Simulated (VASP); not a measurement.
**Pt: single point with PBE**

Crystal: Pt.

```
Pt
1.0
     0.00000    1.90895    2.05579
     1.90895    0.00000    2.05579
     1.90895    1.90895    0.00000
Pt
1
Direct
  0.00000 0.00000 0.00000
```

This cell differs from its parent crystal: strain -0.025 along x and y, +0.050 along z.

```yaml
Program: VASP 6.6.1
Task: single point
Functional: PBE
Potentials_or_basis: VASP PAW PBE potentials, release 64 (Pt)
Cutoff: 520 eV
k_mesh: 20 × 20 × 20
Occupations: gaussian, width 0.15 eV
Spin: no spin polarisation
Dipole_correction: no
Further_INCAR_settings: ALGO = Fast; EDIFF = 1e-06; NBANDS = 11
```

```
Pressure               : 12.3 GPa
Band gap on the k mesh : zero (bands 5 and 6 overlap by 2.62 eV)
```

Stress tensor (GPa, compression positive):
```
15.53  0.00  0.00
 0.00 15.53  0.00
 0.00  0.00  5.94
```

Levels at points of the mesh, in eV from the Fermi level:
| k point | band 1 | band 2 | band 3 | band 4 | band 5 | band 6 | band 7 | band 8 | band 9 | band 10 |
| --- | --- | --- | --- | --- | --- | --- | --- | --- | --- | --- |
| (0.00, 0.00, 0.00) | -10.27 | -4.39 | -3.47 | -3.47 | -2.20 | -1.12 | 14.73 | 18.42 | 20.29 | 20.29 |
| (0.50, 0.00, 0.00) | -7.37 | -4.29 | -3.44 | -0.47 | -0.13 | 0.24 | 5.96 | 14.05 | 18.56 | 19.80 |
| (0.50, 0.50, 0.00) | -7.22 | -6.69 | 0.10 | 0.47 | 0.47 | 0.88 | 7.71 | 12.35 | 12.35 | 20.98 |
| (0.50, 0.00, 0.50) | -7.10 | -6.63 | -0.06 | 0.12 | 0.93 | 2.29 | 9.67 | 10.80 | 11.28 | 20.06 |

Wall time 90 s on 1 thread of Intel Xeon 8259CL, on a shared host, peak memory 0.23 GiB.

Caveat: the cell differs from its parent crystal (strain -0.025 along x and y, +0.050 along z); the stress differs along the axes, from 6 to 16 GPa; spin-orbit coupling is left out, which moves the levels of the heavy elements.
